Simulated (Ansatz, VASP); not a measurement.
InAs: VASP beside Ansatz

```
In As
1.0
     0.00000    2.86241    2.86241
     2.86241    0.00000    2.86241
     2.86241    2.86241    0.00000
In As
1 1
Direct
  0.50000 0.50000 0.50000
  0.00000 0.00000 0.00000
```

Alike in both runs: task single point; functional PBEsol; k mesh 14 × 14 × 14; occupations gaussian, width 0.05 eV; no spin polarisation.

```csv
,VASP,Ansatz
version,VASP 6.6.1,Ansatz 0.2.0
potentials or method,"VASP PAW PBE potentials, release 64 (In_d, As), cutoff 520 eV","scalar-relativistic, plane waves, PAW"
valence electrons in the cell,18,28
```

VASP gave:

| Property | Result |
| --- | --- |
| gap on the k mesh at the Fermi level (eV) | none |
| pressure (GPa) | -2.4 |

Which values does Ansatz return?

gap on the k mesh at the Fermi level (eV): none; pressure (GPa): -2.5.

VASP's potentials were made for PBE, not for PBEsol. A gap of «none» marks a metal or a gap that the smearing closes. VASP's potentials hold 18 valence electrons a cell and Ansatz's 28, so a difference there can come from the potentials and not from the codes.
